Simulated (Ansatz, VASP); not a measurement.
**Ba: VASP beside Ansatz**

File INCAR:

```
PREC = Accurate
ENCUT = 520
EDIFF = 1E-6
ISMEAR = 0
SIGMA = 0.15
LREAL = F
LASPH = T
NELM = 60
ALGO = Fast
ISIF = 2
LWAVE = F
LCHARG = T
GGA = PE
LELF = T
LVHAR = T
NBANDS = 11
```

The input KPOINTS:

```
Automatic mesh
0
Gamma
  14 14 14
```

POSCAR

```
Ba
1.0
    0.0000000000      3.0710317527      3.3942982529
    3.0710317527      0.0000000000      3.3942982529
    3.0710317527      3.0710317527      0.0000000000
Ba
1
Direct
    0.0000000000      0.0000000000      0.0000000000
```

Input for Ansatz:

```yaml
crystal:
  lattice:
    - [0.0, 3.0710317527, 3.3942982529]
    - [3.0710317527, 0.0, 3.3942982529]
    - [3.0710317527, 3.0710317527, 0.0]
  atoms:
    - { symbol: Ba, position: [0.0, 0.0, 0.0] }
basis:
  ecutwfc: 420
kpoints:
  mp_grid: { grid: [14, 14, 14] }
hamiltonian:
  xc: pbe
scf:
  occupations: { method: gaussian, width: 0.15 }
output:
  forces: true
  stress: true
  eigenvalues: true
```

Change from the starting cell: strain -0.050 along x and y, +0.050 along z, atoms carried along.

Alike in both runs: task single point; functional PBE; k mesh 14 × 14 × 14; occupations gaussian, width 0.15 eV; no spin polarisation.

|  | VASP | Ansatz |
| --- | --- | --- |
| version | VASP 6.6.1 | Ansatz 0.2.0 |
| potentials or method | VASP PAW PBE potentials, release 64 (Ba_sv), cutoff 520 eV | scalar-relativistic, plane waves, PAW |
| valence electrons in the cell | 10 | 10 |

Ansatz gave:

- gap on the k mesh at the Fermi level (eV): none
- pressure (GPa): 0.0
- traceless stress, the component that is largest in VASP (GPa): -0.34

Task: Which values does VASP return?

Result: gap on the k mesh at the Fermi level (eV): none; pressure (GPa): 0.1; traceless stress, the component that is largest in VASP (GPa): -0.34.

A gap of «none» marks a metal or a gap that the smearing closes. With one functional, cell and mesh, what is left measures potentials, basis and numerics.

Neither program's run includes spin-orbit coupling.
